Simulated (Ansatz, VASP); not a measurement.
**TiSi2 in VASP and in Ansatz**

```
Ti Si
1.0
     1.83192   -6.86485    0.00000
     1.83192    6.86485    0.00000
     0.00000    0.00000    3.69660
Ti Si
2 4
Direct
  0.89681 0.10319 0.75000
  0.10319 0.89681 0.25000
  0.55914 0.44086 0.75000
  0.44086 0.55914 0.25000
  0.24983 0.75017 0.75000
  0.75017 0.24983 0.25000
```

Change from the starting cell: volume 15.496 Å^3 an atom, stretch along b over the lengths across it, relative to the relaxed cell 0.9802.

Alike in both runs: task single point; functional PBE; k mesh 12 × 12 × 12; occupations gaussian, width 0.15 eV; no spin polarisation.

```csv
,VASP,Ansatz
version,VASP 6.6.1,Ansatz 0.2.0
potentials or method,"VASP PAW PBE potentials, release 64 (Ti_sv, Si), cutoff 520 eV","scalar-relativistic, plane waves, PAW"
valence electrons in the cell,40,40
```

|  | VASP | Ansatz | Ansatz less VASP |
| --- | --- | --- | --- |
| gap on the k mesh at the Fermi level (eV) | none | none | - |
| pressure (GPa) | -9.2 | -9.2 | 0.00 |
| traceless stress, the component that is largest in VASP (GPa) | 3.46 | 3.47 | +0.002 |
| rms of the force components (eV/Å) | 0.043 | 0.041 | -0.0020 |

Atom by atom the forces differ by 0.002 eV/Å (rms over components). A gap of «none» marks a metal or a gap that the smearing closes.
